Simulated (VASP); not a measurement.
# Ag (Fm-3m) in VASP: single point with PBEsol

Aim: the single point of Ag with PBEsol.

Everything below comes from runs of VASP 6.6.1. Logs are shortened: lines on timing, memory, paths and dates and some standing lists are left out, and cuts for length are marked.

**1. The cell of the first run**

It takes space group Fm-3m (No. 225, cubic). Conventional cell: a = 4.054 Å, b = 4.054 Å, c = 4.054 Å, α = 90.00°, β = 90.00°, γ = 90.00°. Within 3.8 Å of Ag (site symmetry m-3m) lie 12 Ag at 2.87 Å.

**2. Single point, PBEsol**

File INCAR:

```
SYSTEM = Ag
PREC = Accurate ; ENCUT = 520
EDIFF = 1E-7 ; ISMEAR = -1
SIGMA = 0.05 ; LREAL = .FALSE.
LASPH = .TRUE. ; NELM = 100
ALGO = Normal ; ISIF = 2
LWAVE = .FALSE. ; LCHARG = .FALSE.
GGA = PS ; NBANDS = 18
```

File KPOINTS:

```
regular mesh
0
G
  14 10 14
  0 0 0
```

File POSCAR:

```
Ag
1.0
   -2.0272407878      2.0272407878      0.0000000000
    0.0000000000      0.0000000000      4.0544815757
    2.0272407878      2.0272407878      0.0000000000
Ag
2
Direct
    0.0000000000      0.0000000000      0.0000000000
    0.5000000000      0.5000000000      0.5000000000
```

Potentials or basis: VASP PAW PBE potentials, release 64 (Ag).

On the command line:

```bash
cat potpaw_PBE.64/Ag/POTCAR > POTCAR
mpirun -np 1 vasp_std > vasp.out
```

OUTCAR:

```text
SYSTEM = Ag
   PREC = Accurate
   ENCUT = 520
   EDIFF = 1E-7
   ISMEAR = -1
   LREAL = .FALSE.
   LASPH = .TRUE.
   NELM = 100
   ISIF = 2
   GGA = PS

 ion  position               nearest neighbor table
   1  0.000  0.000  0.000-   2 2.87   2 2.87   2 2.87   2 2.87   2 2.87   2 2.87   2 2.87   2 2.87

   2  0.500  0.500  0.500-   1 2.87   1 2.87   1 2.87   1 2.87   1 2.87   1 2.87   1 2.87   1 2.87

  LATTYP: Found a simple tetragonal cell.
 ALAT       =     2.8669514163
 C/A-ratio  =     1.4142135624

  Lattice vectors:

 A1 = (   2.0272407878,  -2.0272407878,   0.0000000000)
 A2 = (   2.0272407878,   2.0272407878,   0.0000000000)
 A3 = (   0.0000000000,   0.0000000000,   4.0544815757)

Analysis of symmetry for initial positions (statically):
=====================================================================
 Subroutine PRICEL returns following result:

  LATTYP: Found a face centered cubic cell.
 ALAT       =     4.0544815757

  Lattice vectors:

 A1 = (   2.0272407878,   0.0000000000,   2.0272407878)
 A2 = (   2.0272407878,   2.0272407878,   0.0000000000)
 A3 = (   0.0000000000,   2.0272407878,   2.0272407879)

   2 primitive cells build up your supercell.

 Routine SETGRP: Setting up the symmetry group for a
 simple tetragonal supercell.

 Subroutine GETGRP returns: Found 16 space group operations
 (whereof 16 operations were pure point group operations)
 out of a pool of 16 trial point group operations.

The static configuration has the point symmetry D_4h.

Analysis of symmetry for dynamics (positions and initial velocities):
=====================================================================
 Subroutine PRICEL returns following result:

  LATTYP: Found a face centered cubic cell.
 ALAT       =     4.0544815757

  Lattice vectors:

 A1 = (   2.0272407878,   0.0000000000,   2.0272407878)
 A2 = (   2.0272407878,   2.0272407878,   0.0000000000)
 A3 = (   0.0000000000,   2.0272407878,   2.0272407879)

   2 primitive cells build up your supercell.

 Routine SETGRP: Setting up the symmetry group for a
 simple tetragonal supercell.

 Subroutine GETGRP returns: Found 16 space group operations
 (whereof 16 operations were pure point group operations)
 out of a pool of 16 trial point group operations.

The dynamic configuration has the point symmetry D_4h.

 Subroutine INISYM returns: Found 16 space group operations
 (whereof 16 operations are pure point group operations),
 and found     2 'primitive' translations

----------------------------------------------------------------------------------------

                                     Primitive cell

  volume of cell :      16.6627

  direct lattice vectors                    reciprocal lattice vectors
     2.027240788  0.000000000  2.027240788     0.246640657 -0.246640657  0.246640657
     2.027240788  2.027240788  0.000000000     0.246640657  0.246640657 -0.246640657
     0.000000000  2.027240788  2.027240788    -0.246640657  0.246640657  0.246640657

  length of vectors
     2.866951416  2.866951416  2.866951416     0.427194149  0.427194149  0.427194149

  position of ions in fractional coordinates (direct lattice)
     0.000000000  0.000000000  0.000000000

  ion indices of the primitive-cell ions
   primitive index   ion index
                 1           1

----------------------------------------------------------------------------------------

 KPOINTS: regular mesh

Automatic generation of k-mesh.
 Grid dimensions read from file:
 generate k-points for:   14   10   14

 Generating k-lattice:

  Cartesian coordinates                     Fractional coordinates (reciprocal lattice)
    -0.017617190  0.017617190  0.000000000     0.071428571  0.000000000  0.000000000
     0.000000000  0.000000000  0.024664066     0.000000000  0.100000000  0.000000000
     0.017617190  0.017617190  0.000000000     0.000000000  0.000000000  0.071428571

  Length of vectors
     0.024914469  0.024664066  0.024914469

  Shift w.r.t. Gamma in fractional coordinates (k-lattice)
     0.000000000  0.000000000  0.000000000

 Subroutine IBZKPT returns following result:
 ===========================================

 Found    216 irreducible k-points:

 Following reciprocal coordinates:
            Coordinates               Weight
  0.000000  0.000000  0.000000      1.000000
  0.071429  0.000000  0.000000      4.000000
  0.142857  0.000000  0.000000      4.000000
  0.214286  0.000000  0.000000      4.000000
  0.285714  0.000000  0.000000      4.000000
  0.357143  0.000000  0.000000      4.000000
[... 16 lines left out ...]
  0.428571  0.200000  0.000000      8.000000
  0.500000  0.200000  0.000000      4.000000
 [... further k-points ...]
   k-points           NKPTS =    216   k-points in BZ     NKDIM =    216   number of bands    NBANDS=     18
   number of dos      NEDOS =    301   number of ions     NIONS =      2
   total plane-waves  NPLWV =  17280
   dimension x,y,z NGX =    24 NGY =   30 NGZ =   24
   dimension x,y,z NGXF=    48 NGYF=   60 NGZF=   48
   ions per type =               2
   NGX,Y,Z   is equivalent  to a cutoff of  13.92, 12.30, 13.92 a.u.
   NGXF,Y,Z  is equivalent  to a cutoff of  27.83, 24.60, 27.83 a.u.
 SYSTEM =  Ag
   PREC   = accura    normal or accurate (medium, high low for compatibility)
   ISTART =      0    job   : 0-new  1-cont  2-samecut
   ICHARG =      2    charge: 1-file 2-atom 10-const
   ISPIN  =      1    spin polarized calculation?
   LNONCOLLINEAR =      F non collinear calculations
   LSORBIT =      F    spin-orbit coupling
   LASPH  =      T    aspherical Exc in radial PAW
   ENCUT  =  520.0 eV  38.22 Ry    6.18 a.u.   5.33  7.54  5.33*2*pi/ulx,y,z
   NELM   =    100;   NELMIN=  2; NELMDL= -5     # of ELM steps
   EDIFF  = 0.1E-06   stopping-criterion for ELM
   LREAL  =      F    real-space projection
   EDIFFG = 0.1E-05   stopping-criterion for IOM
   NSW    =      0    number of steps for IOM
   IBRION =     -1    ionic relax: 0-MD 1-quasi-New 2-CG
   NFREE  =      0    steps in history (QN), initial steepest desc. (CG)
   ISIF   =      2    stress and relaxation
   ISYM   =      2    0-nonsym 1-usesym 2-fastsym
   POTIM  = 0.5000    time-step for ionic-motion
   TEBEG  =    0.0;   TEEND  =   0.0 temperature during run
   PSTRESS=    0.0 pullay stress
   NELECT =      22.0000    total number of electrons
   NUPDOWN=      -1.0000    fix difference up-down
   EMIN   =  10.00;   EMAX   =-10.00  energy-range for DOS
   EFERMI =   0.00;   METHOD = LEGACY
   ISMEAR =    -1;   SIGMA  =   0.05  broadening in eV -4-tet -1-fermi 0-gaus
   EFERMI_NEDOS =   21; number of points for ismear=-14 and -15
   IALGO  =     38    algorithm
   IMIX   =      4    mixing-type and parameters
     AMIX     =   0.40;   BMIX     =  1.00
     AMIX_MAG =   1.60;   BMIX_MAG =  1.00
  volume/ion in A,a.u.               =      16.66       112.45
  Fermi-wavevector in a.u.,A,eV,Ry     =   1.425467  2.693741 27.646428  2.031955
  Thomas-Fermi vector in A             =   2.545848
   LORBIT       =      0    0 simple, 1 ext, 2 COOP (PROOUT), +10 PAW based schemes
   GGA     = PS    functional components
   LHFCALC =     F    Hartree Fock is set to
   AEXX    =    0.0000 exact exchange contribution
   IVDW    =     0    specifies the selected vdW correction
   LEPSILON=     F    determine dielectric tensor
   LRPA    =     F    only Hartree local field effects (RPA)
 non-spin polarized calculation
  energy-cutoff  :      520.00
  volume of cell :       33.33
 maximum number of plane-waves:       928
 NGX is ok and might be reduce to    24
   NGX = 11   NGY = 15   NGZ = 11

 number of electron      21.9999992 magnetization

 Free energy of the ion-electron system (eV)
  ---------------------------------------------------
  ext. energy  EPLUGINS =         0.00000000
  ---------------------------------------------------
  free energy    TOTEN  =        -6.62128719 eV

  energy without entropy =       -6.61750909  energy(sigma->0) =       -6.61939814

 E-fermi :   8.5549     XC(G=0): -12.5502

 val. band max:        8.5004588432   @ k =   0.5000   0.2000   0.1429
 cond. band min:       8.5747060140   @ k =   0.5000   0.0000   0.2143
 fundamental gap:      0.0742471708
 Fermi energy:         8.5548772864

 k-point     1 :       0.0000    0.0000    0.0000
  band No.  band energies     occupation
      1       0.5526      2.00000
      2       1.9747      2.00000
      3       2.1284      2.00000
      4       3.6976      2.00000
      5       3.6976      2.00000
      6       3.6990      2.00000
[... 10 lines left out ...]
     17      25.9940      0.00000
     18      26.0750      0.00000

 k-point     2 :       0.0714    0.0000    0.0000
  band No.  band energies     occupation
      1       0.6613      2.00000
      2       2.0308      2.00000
      3       2.1841      2.00000
      4       3.6661      2.00000
      5       3.7252      2.00000
      6       3.7386      2.00000
[... 10 lines left out ...]
     17      25.9763      0.00000
     18      26.9637      0.00000

 k-point     3 :       0.1429    0.0000    0.0000
  band No.  band energies     occupation
      1       0.9767      2.00000
      2       2.1624      2.00000
      3       2.3731      2.00000
      4       3.5805      2.00000
      5       3.8067      2.00000
      6       3.8418      2.00000
[... 10 lines left out ...]
     17      25.8495      0.00000
     18      25.8804      0.00000

 k-point     4 :       0.2143    0.0000    0.0000
  band No.  band energies     occupation
      1       1.4628      2.00000
      2       2.3321      2.00000
      3       2.6865      2.00000
      4       3.4650      2.00000
      5       3.9379      2.00000
      6       3.9520      2.00000
[... 375 lines left out ...]
      4       3.7935      2.00000
      5       3.9303      2.00000
      6       4.1594      2.00000
[... 10 lines left out ...]
     17      24.0612      0.00000
     18      25.1743      0.00000

 k-point    23 :       0.4286    0.2000    0.0000
  band No.  band energies     occupation
      1       2.3830      2.00000
      2       2.5855      2.00000
      3       3.3992      2.00000
      4       3.6811      2.00000
      5       3.9512      2.00000
      6       4.1395      2.00000
[... 10 lines left out ...]
     17      25.1459      0.00000
     18      25.1528      0.00000

 k-point    24 :       0.5000    0.2000    0.0000
  band No.  band energies     occupation
      1       2.4853      2.00000
      2       2.4853      2.00000
      3       3.5361      2.00000
      4       3.5361      2.00000
      5       4.0158      2.00000
      6       4.0158      2.00000
[... 10 lines left out ...]
     17      25.3369      0.00000
     18      25.3369      0.00000

 [... further k-points ...]

------------------------ aborting loop because EDIFF is reached ----------------------------------------

  FORCE on cell =-STRESS in cart. coord.  units (eV):
  Direction    XX          YY          ZZ          XY          YZ          ZX
  --------------------------------------------------------------------------------------
  -------------------------------------------------------------------------------------
  Total       -0.0394242     -0.0394242     -0.1143590      0.0000000      0.0000000     -0.0000000
  in kB       -1.8953847     -1.8953847     -5.4980024      0.0000000      0.0000000     -0.0000000
  external PRESSURE =      -3.0962573 kB  Pullay stress =       0.0000000 kB

 VOLUME and BASIS-vectors are now :
 -----------------------------------------------------------------------------
  energy-cutoff  :      520.00
  volume of cell :       33.33
      direct lattice vectors                 reciprocal lattice vectors
    -2.027240788  2.027240788  0.000000000    -0.246640657  0.246640657  0.000000000
     0.000000000  0.000000000  4.054481576     0.000000000  0.000000000  0.246640657
     2.027240788  2.027240788  0.000000000     0.246640657  0.246640657  0.000000000

 POSITION                                       TOTAL-FORCE (eV/Angst)
 -----------------------------------------------------------------------------------
      0.00000      0.00000      0.00000         0.000000     -0.000000      0.000000
      0.00000      2.02724      2.02724        -0.000000      0.000000     -0.000000
 -----------------------------------------------------------------------------------
    total drift:                               -0.000000     -0.000000      0.000000

  FREE ENERGIE OF THE ION-ELECTRON SYSTEM (eV)
  ---------------------------------------------------
  free  energy   TOTEN  =        -6.6212871915 eV

  energy  without entropy=       -6.6175090891  energy(sigma->0) =       -6.61939814
```

Wall time 44 s (1 thread of Intel Xeon Platinum 8559C (Emerald Rapids), shared host); peak memory 0.22 GiB.

What came out:

- Free energy: -6.6213 eV
- Pressure: -0.3 GPa
- Band gap on the k mesh: zero (bands 11 and 12 overlap by 9.38 eV)

Caveat: the PAW data sets were made with another functional, which shifts forces and pressure a little.

The gap in the log of VASP goes by the Fermi energy; the results here count the filled bands.